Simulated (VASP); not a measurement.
# MgO (lda.b) (Fm-3m) in VASP: a series of runs

The runs below take MgO (lda.b) through single point, with LDA.

Program: VASP 6.6.1. These are calculated values, not measurements. Logs are shortened: lines on timing, memory, paths and dates and some standing lists are left out, and cuts for length are marked.

## Step 1: The cell of the first run

Symmetry: Fm-3m, No. 225, cubic system. Conventional cell: a = 4.030 Å, b = 4.030 Å, c = 4.030 Å, α = 90.00°, β = 90.00°, γ = 90.00°. Within 2.7 Å of Mg (site symmetry m-3m) lie 6 O at 2.02 Å. Within 2.7 Å of O (site symmetry m-3m) lie 6 Mg at 2.02 Å.

## Step 2: Single point, LDA (volume scaled by 0.91)

Input file INCAR:

```
SYSTEM = MgO
  ALGO = Normal
  EDIFF = 1E-6
  ENCUT = 600
  GGA = CA
  GGA_COMPAT = .False.
  ISIF = 2
  ISMEAR = 0
  LASPH = .True.
  LCHARG = .False.
  LREAL = .False.
  LWAVE = .False.
  NBANDS = 11
  NELM = 120
  PREC = Accurate
  SIGMA = 0.02
```

Input file KPOINTS:

```
k-points
0
Gamma
  10 10 10
  0 0 0
```

Input file POSCAR:

```
MgO
1.0
    0.0000000000      2.0152464339      2.0152464339
    2.0152464339      0.0000000000      2.0152464339
    2.0152464339      2.0152464339      0.0000000000
Mg O
1 1
Direct
    0.0000000000      0.0000000000      0.0000000000
    0.5000000000      0.5000000000      0.5000000000
```

Potentials or basis: VASP PAW LDA potentials, release 64 (Mg, O).

Launch:

```console
cat potpaw_LDA.64/Mg/POTCAR potpaw_LDA.64/O/POTCAR > POTCAR
mpirun -np 1 vasp_std > vasp.out
```

OUTCAR:

```text
SYSTEM = MgO
   EDIFF = 1E-6
   ENCUT = 600
   GGA = CA
   ISIF = 2
   ISMEAR = 0
   LASPH = .True.
   LREAL = .False.
   NELM = 120
   PREC = Accurate

 ion  position               nearest neighbor table
   1  0.000  0.000  0.000-   2 2.02   2 2.02   2 2.02   2 2.02   2 2.02   2 2.02
   2  0.500  0.500  0.500-   1 2.02   1 2.02   1 2.02   1 2.02   1 2.02   1 2.02

  LATTYP: Found a face centered cubic cell.
 ALAT       =     4.0304928678

  Lattice vectors:

 A1 = (   0.0000000000,   2.0152464339,   2.0152464339)
 A2 = (   2.0152464339,   0.0000000000,   2.0152464339)
 A3 = (   2.0152464339,   2.0152464339,   0.0000000000)

Analysis of symmetry for initial positions (statically):
=====================================================================
 Subroutine PRICEL returns:
 Original cell was already a primitive cell.

 Routine SETGRP: Setting up the symmetry group for a
 face centered cubic supercell.

 Subroutine GETGRP returns: Found 48 space group operations
 (whereof 48 operations were pure point group operations)
 out of a pool of 48 trial point group operations.

The static configuration has the point symmetry O_h .

Analysis of symmetry for dynamics (positions and initial velocities):
=====================================================================
 Subroutine PRICEL returns:
 Original cell was already a primitive cell.

 Routine SETGRP: Setting up the symmetry group for a
 face centered cubic supercell.

 Subroutine GETGRP returns: Found 48 space group operations
 (whereof 48 operations were pure point group operations)
 out of a pool of 48 trial point group operations.

The dynamic configuration has the point symmetry O_h .

 Subroutine INISYM returns: Found 48 space group operations
 (whereof 48 operations are pure point group operations),
 and found     1 'primitive' translations

----------------------------------------------------------------------------------------

                                     Primitive cell

  volume of cell :      16.3687

  direct lattice vectors                    reciprocal lattice vectors
     0.000000000  2.015246434  2.015246434    -0.248108614  0.248108614  0.248108614
     2.015246434  0.000000000  2.015246434     0.248108614 -0.248108614  0.248108614
     2.015246434  2.015246434  0.000000000     0.248108614  0.248108614 -0.248108614

  length of vectors
     2.849988838  2.849988838  2.849988838     0.429736726  0.429736726  0.429736726

  position of ions in fractional coordinates (direct lattice)
     0.000000000  0.000000000  0.000000000
[... 81 lines left out ...]
   NSW    =      0    number of steps for IOM
   IBRION =     -1    ionic relax: 0-MD 1-quasi-New 2-CG
   NFREE  =      0    steps in history (QN), initial steepest desc. (CG)
   ISIF   =      2    stress and relaxation
   ISYM   =      2    0-nonsym 1-usesym 2-fastsym
   POTIM  = 0.5000    time-step for ionic-motion
   TEBEG  =    0.0;   TEEND  =   0.0 temperature during run
   PSTRESS=    0.0 pullay stress
   NELECT =       8.0000    total number of electrons
   NUPDOWN=      -1.0000    fix difference up-down
   EMIN   =  10.00;   EMAX   =-10.00  energy-range for DOS
   EFERMI =   0.00;   METHOD = LEGACY
   ISMEAR =     0;   SIGMA  =   0.02  broadening in eV -4-tet -1-fermi 0-gaus
   EFERMI_NEDOS =   21; number of points for ismear=-14 and -15
   IALGO  =     38    algorithm
   IMIX   =      4    mixing-type and parameters
     AMIX     =   0.40;   BMIX     =  1.00
     AMIX_MAG =   1.60;   BMIX_MAG =  1.00
  volume/ion in A,a.u.               =       8.18        55.23
  Fermi-wavevector in a.u.,A,eV,Ry     =   1.289536  2.436869 22.625156  1.662902
  Thomas-Fermi vector in A             =   2.421422
   LORBIT       =      0    0 simple, 1 ext, 2 COOP (PROOUT), +10 PAW based schemes
   GGA     = CA    functional components
   LHFCALC =     F    Hartree Fock is set to
   AEXX    =    0.0000 exact exchange contribution
   IVDW    =     0    specifies the selected vdW correction
   LEPSILON=     F    determine dielectric tensor
   LRPA    =     F    only Hartree local field effects (RPA)
 non-spin polarized calculation
 Gauss-broadening in eV      SIGMA  =   0.02
  energy-cutoff  :      600.00
  volume of cell :       16.37
 maximum number of plane-waves:       568
   NGX = 11   NGY = 11   NGZ = 11

 number of electron       7.9999999 magnetization

 Free energy of the ion-electron system (eV)
  ---------------------------------------------------
  ext. energy  EPLUGINS =         0.00000000
  ---------------------------------------------------
  free energy    TOTEN  =       -13.37153304 eV

  energy without entropy =      -13.37153304  energy(sigma->0) =      -13.37153304

 E-fermi :   4.1064     XC(G=0): -12.2445

 val. band max:        3.9583379312   @ k =   0.0000   0.0000   0.0000
 cond. band min:      10.0182230652   @ k =   0.0000   0.0000   0.0000
 fundamental gap:      6.0598851341
 Fermi energy:         4.1063545997

 k-point     1 :       0.0000    0.0000    0.0000
  band No.  band energies     occupation
      1     -13.7923      2.00000
      2       3.9583      2.00000
      3       3.9583      2.00000
      4       3.9583      2.00000
      5      10.0182      0.00000
      6      20.1975      0.00000
      7      20.1975      0.00000
      8      20.1975      0.00000
      9      24.5834      0.00000
     10      26.3988      0.00000
     11      26.3988      0.00000
[... 309 lines left out ...]
 k-point    24 :       0.4000    0.3000    0.0000
  band No.  band energies     occupation
      1     -12.1595      2.00000
      2      -0.1266      2.00000
      3       2.4226      2.00000
      4       2.6838      2.00000
      5      14.0211      0.00000
      6      14.9990      0.00000
      7      18.7379      0.00000
      8      23.5983      0.00000
      9      23.8362      0.00000
     10      30.1775      0.00000
     11      33.4132      0.00000

 [... further k-points ...]
[... 5 lines left out ...]
  --------------------------------------------------------------------------------------
  -------------------------------------------------------------------------------------
  Total        1.8123447      1.8123447      1.8123447     -0.0000000     -0.0000000      0.0000000
  in kB      177.3931728    177.3931728    177.3931728     -0.0000000     -0.0000000      0.0000000
  external PRESSURE =     177.3931728 kB  Pullay stress =       0.0000000 kB

 VOLUME and BASIS-vectors are now :
 -----------------------------------------------------------------------------
  energy-cutoff  :      600.00
  volume of cell :       16.37
      direct lattice vectors                 reciprocal lattice vectors
     0.000000000  2.015246434  2.015246434    -0.248108614  0.248108614  0.248108614
     2.015246434  0.000000000  2.015246434     0.248108614 -0.248108614  0.248108614
     2.015246434  2.015246434  0.000000000     0.248108614  0.248108614 -0.248108614

 POSITION                                       TOTAL-FORCE (eV/Angst)
 -----------------------------------------------------------------------------------
      0.00000      0.00000      0.00000        -0.000000     -0.000000     -0.000000
      2.01525      2.01525      2.01525         0.000000      0.000000      0.000000
 -----------------------------------------------------------------------------------
    total drift:                               -0.000000     -0.000000      0.000000

  FREE ENERGIE OF THE ION-ELECTRON SYSTEM (eV)
  ---------------------------------------------------
  free  energy   TOTEN  =       -13.3715330436 eV

  energy  without entropy=      -13.3715330436  energy(sigma->0) =      -13.37153304
```

It took 11 s on 1 thread of Intel Xeon 8259CL, shared host; peak memory 0.14 GiB.

Results:

```yaml
Free_energy: -13.3715 eV
Pressure: 17.7 GPa
Band_gap_on_the_k_mesh: 6.06 eV, direct
```

Levels at points of the mesh, in eV from the valence-band top:
```csv
k point,band 1,band 2,band 3,band 4,band 5,band 6,band 7,band 8
"(0.00, 0.00, 0.00)",-17.75,0.00,0.00,0.00,6.06,16.24,16.24,16.24
"(0.50, 0.00, 0.00)",-16.02,-5.32,-0.84,-0.84,8.60,13.93,17.39,17.39
"(0.50, 0.50, 0.00)",-15.71,-4.73,-1.57,-1.57,8.98,11.21,14.34,20.72
```

## Step 3: Single point, LDA (volume scaled by 0.97)

Input file INCAR:

```
SYSTEM = MgO
PREC = Accurate
ENCUT = 600
EDIFF = 1E-6
ISMEAR = 0
SIGMA = 0.02
LREAL = .False.
LASPH = .True.
NELM = 120
ALGO = Normal
ISIF = 2
LWAVE = .False.
LCHARG = .True.
GGA = CA
LELF = .True.
LVHAR = .True.
NBANDS = 11
GGA_COMPAT = .False.
```

Input file KPOINTS:

```
Automatic mesh
0
Gamma
  10 10 10
  0 0 0
```

Input file POSCAR:

```
MgO
1.0
    0.0000000000      2.0585982944      2.0585982944
    2.0585982944      0.0000000000      2.0585982944
    2.0585982944      2.0585982944      0.0000000000
Mg O
1 1
Direct
    0.0000000000      0.0000000000      0.0000000000
    0.5000000000      0.5000000000      0.5000000000
```

Potentials or basis: VASP PAW LDA potentials, release 64 (Mg, O).

Launch:

```console
cat potpaw_LDA.64/Mg/POTCAR potpaw_LDA.64/O/POTCAR > POTCAR
mpirun -np 1 vasp_std > vasp.out
```

It took 11 s on 1 thread of Intel Xeon 8259CL, shared host; peak memory 0.14 GiB.

Results (log left out):

* Free energy: -13.4442 eV
* Pressure: 3.6 GPa
* Band gap on the k mesh: 5.35 eV, direct

Levels at points of the mesh, in eV from the valence-band top:
```csv
k point,band 2,band 3,band 4,band 5,band 6,band 7
"(0.00, 0.00, 0.00)",0.00,0.00,0.00,5.35,15.90,15.90
"(0.50, 0.00, 0.00)",-5.01,-0.75,-0.75,8.17,13.18,16.71
"(0.50, 0.50, 0.00)",-4.44,-1.47,-1.47,8.95,10.46,13.63
```

## Step 4: Single point, LDA (volume scaled by 0.94)

Input file INCAR:

```
PREC = Accurate ; ENCUT = 600
EDIFF = 1E-6 ; ISMEAR = 0
SIGMA = 0.02 ; LREAL = False
LASPH = True ; NELM = 120
ALGO = Normal ; ISIF = 2
LWAVE = False ; LCHARG = True
GGA = CA ; LELF = True
LVHAR = True ; NBANDS = 11
GGA_COMPAT = False
```

Input file KPOINTS:

```
Automatic mesh
0
Gamma
  10 10 10
```

Input file POSCAR:

```
MgO
1.0
    0.0000000000      2.0371530027      2.0371530027
    2.0371530027      0.0000000000      2.0371530027
    2.0371530027      2.0371530027      0.0000000000
Mg O
1 1
Direct
    0.0000000000      0.0000000000      0.0000000000
    0.5000000000      0.5000000000      0.5000000000
```

Launch:

```console
cat potpaw_LDA.64/Mg/POTCAR potpaw_LDA.64/O/POTCAR > POTCAR
mpirun -np 1 vasp_std > vasp.out
```

It took 12 s on 1 thread of Intel Xeon 8259CL, shared host; peak memory 0.13 GiB.

It converged, with:

```
Free energy            : -13.4198 eV
Pressure               : 10.1 GPa
Band gap on the k mesh : 5.69 eV, direct
```

Levels at points of the mesh, in eV from the valence-band top:
| k point | band 1 | band 2 | band 3 | band 4 | band 5 | band 6 | band 7 | band 8 |
| --- | --- | --- | --- | --- | --- | --- | --- | --- |
| (0.00, 0.00, 0.00) | -17.56 | 0.00 | 0.00 | 0.00 | 5.69 | 16.07 | 16.07 | 16.07 |
| (0.50, 0.00, 0.00) | -15.93 | -5.16 | -0.79 | -0.79 | 8.38 | 13.54 | 17.04 | 17.04 |
| (0.50, 0.50, 0.00) | -15.62 | -4.58 | -1.52 | -1.52 | 8.97 | 10.83 | 13.98 | 20.19 |

## Step 5: The runs side by side

```csv
cell,gap on the mesh (eV),pressure (GPa)
"a = 2.850 Å, angles 60.0°, 2 atoms",6.06,17.7
"a = 2.911 Å, angles 60.0°, 2 atoms",5.35,3.6
"a = 2.881 Å, angles 60.0°, 2 atoms",5.69,10.1
```

Alike in all rows: task single point; level LDA; potentials or basis VASP PAW LDA potentials, release 64 (Mg, O); no spin polarisation; k mesh 10 × 10 × 10; cutoff (eV) 600; smearing gaussian 0.02 eV.

Total energies depend on the potentials used, so only differences within one code and one set of settings carry meaning.
